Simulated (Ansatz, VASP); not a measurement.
## Two plane-wave programs on C

POSCAR

```
C
1.0
    3.5602834153      0.0000000000      0.0000000000
    0.0000000000     -3.5602834153      0.0000000000
    0.0000000000      0.0000000000     -3.5602834153
C
8
Direct
    0.5324328264     -0.0324328264     -0.0324328264
    0.0000000000      0.5000000000      0.0000000000
    0.0000000000      0.0000000000      0.5000000000
    0.5000000000      0.5000000000      0.5000000000
    0.7500000000      0.7500000000      0.7500000000
    0.2500000000      0.2500000000      0.7500000000
    0.2500000000      0.7500000000      0.2500000000
    0.7500000000      0.2500000000      0.2500000000
```

The input INCAR.step1:

```
SYSTEM = C
PREC = Accurate
ENCUT = 520
ISMEAR = 0
SIGMA = 0.05
LREAL = .False.
LASPH = .True.
NELM = 80
NBANDS = 26
GGA = PE
ALGO = Normal
EDIFF = 1E-4
LWAVE = .True.
LCHARG = .False.
```

Contents of INCAR.step2:

```
SYSTEM = C
PREC = Accurate
ENCUT = 520
EDIFF = 1E-6
ISMEAR = 0
SIGMA = 0.05
LREAL = .False.
LASPH = .True.
NELM = 80
ALGO = Normal
ISIF = 2
LWAVE = .False.
LCHARG = .False.
METAGGA = R2SCAN
LMIXTAU = .True.
NBANDS = 26
ISTART = 1
```

File KPOINTS:

```
Automatic mesh
0
Gamma
  6 6 6
  0 0 0
```

Input for Ansatz:

```yaml
crystal:
  lattice:
    - [3.5602834153, 0.0, 0.0]
    - [0.0, -3.5602834153, 0.0]
    - [0.0, 0.0, -3.5602834153]
  atoms:
    - { symbol: C, position: [0.5324328264, -0.0324328264, -0.0324328264] }
    - { symbol: C, position: [0.0, 0.5, 0.0] }
    - { symbol: C, position: [0.0, 0.0, 0.5] }
    - { symbol: C, position: [0.5, 0.5, 0.5] }
    - { symbol: C, position: [0.75, 0.75, 0.75] }
    - { symbol: C, position: [0.25, 0.25, 0.75] }
    - { symbol: C, position: [0.25, 0.75, 0.25] }
    - { symbol: C, position: [0.75, 0.25, 0.25] }
basis:
  ecutwfc: 500
kpoints:
  mp_grid: { grid: [6, 6, 6] }
hamiltonian:
  xc: r2scan
scf:
  occupations: { method: gaussian, width: 0.05 }
output:
  forces: true
  stress: true
  eigenvalues: true
```

Alike in both runs: task single point; functional r2SCAN; k mesh 6 × 6 × 6; occupations gaussian, width 0.05 eV; no spin polarisation.

```csv
,VASP,Ansatz
version,VASP 6.6.1,Ansatz 0.2.0
potentials or method,"VASP PAW PBE potentials, release 64 (C), cutoff 520 eV","scalar-relativistic, plane waves, PAW"
valence electrons in the cell,32,32
```

VASP gave:

* gap on the k mesh at the Fermi level (eV): 3.53
* least direct gap on the mesh (eV): 3.54
* pressure (GPa): 6.6
* traceless stress, the component that is largest in VASP (GPa): 4.57
* rms of the force components (eV/Å): 2.879

Task: Which values does Ansatz return?

Result: gap on the k mesh at the Fermi level (eV): 3.56; least direct gap on the mesh (eV): 3.57; pressure (GPa): 5.6; traceless stress, the component that is largest in VASP (GPa): 4.42; rms of the force components (eV/Å): 2.865.

VASP's potentials were made for PBE, not for r2SCAN. Atom by atom the forces differ by 0.017 eV/Å (rms over components). The functional is the same, so the differences come from potentials, cutoffs and numerics.
